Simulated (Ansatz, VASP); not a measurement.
# NaCl in VASP and in Ansatz

The input INCAR:

```
PREC     = Accurate       # precision mode
ENCUT    = 520            # plane-wave cutoff, eV
EDIFF    = 1E-7           # SCF threshold, eV
ISMEAR   = 0              # smearing method
SIGMA    = 0.05           # smearing width, eV
LREAL    = False          # projectors in reciprocal space
LASPH    = True           # aspherical terms in the spheres
NELM     = 100            # most SCF steps
ALGO     = Normal         # electronic algorithm
ISIF     = 2              # what is computed and relaxed
LWAVE    = False          # write WAVECAR
LCHARG   = False          # write CHGCAR
GGA      = PS             # functional
NBANDS   = 14             # bands
```

The input KPOINTS:

```
Automatic mesh
0
Gamma
  8 8 8
```

File POSCAR:

```
NaCl
1.0
    0.0000000000      2.8317500000      2.8317500000
    2.8317500000      0.0000000000      2.8317500000
    2.8317500000      2.8317500000      0.0000000000
Na Cl
1 1
Direct
    0.0000000000      0.0000000000      0.0000000000
    0.4719080029      0.5280919971      0.5000000000
```

Input for Ansatz:

```yaml
crystal:
  lattice:
    - [0.0, 2.83175, 2.83175]
    - [2.83175, 0.0, 2.83175]
    - [2.83175, 2.83175, 0.0]
  atoms:
    - { symbol: Na, position: [0.0, 0.0, 0.0] }
    - { symbol: Cl, position: [0.4719080029, 0.5280919971, 0.5] }
basis:
  ecutwfc: 420
kpoints:
  mp_grid: { grid: [8, 8, 8] }
hamiltonian:
  xc: pbesol
scf:
  occupations: { method: gaussian, width: 0.05 }
output:
  forces: true
  stress: true
  eigenvalues: true
```

Change from the starting cell: all Cl atoms moved +0.113 Å, as atom 2 along Cartesian [1 -1 0].

Alike in both runs: task single point; functional PBEsol; k mesh 8 × 8 × 8; occupations gaussian, width 0.05 eV; no spin polarisation.

|  | VASP | Ansatz |
| --- | --- | --- |
| version | VASP 6.6.1 | Ansatz 0.2.0 |
| potentials or method | VASP PAW PBE potentials, release 64 (Na_pv, Cl), cutoff 520 eV | scalar-relativistic, plane waves, PAW |
| valence electrons in the cell | 14 | 16 |

VASP gave:

```
gap on the k mesh at the Fermi level (eV)                     : 4.89
least direct gap on the mesh (eV)                             : 4.89
pressure (GPa)                                                : -0.6
traceless stress, the component that is largest in VASP (GPa) : -0.15
rms of the force components (eV/Å)                            : 0.081
```

**Question.** Estimate Ansatz's values.

**Answer.** gap on the k mesh at the Fermi level (eV): 4.89; least direct gap on the mesh (eV): 4.89; pressure (GPa): -0.7; traceless stress, the component that is largest in VASP (GPa): -0.15; rms of the force components (eV/Å): 0.079.

VASP's potentials were made for PBE, not for PBEsol. Atom by atom the forces differ by 0.002 eV/Å (rms over components). VASP's potentials hold 14 valence electrons a cell and Ansatz's 16, so a difference there can come from the potentials and not from the codes.
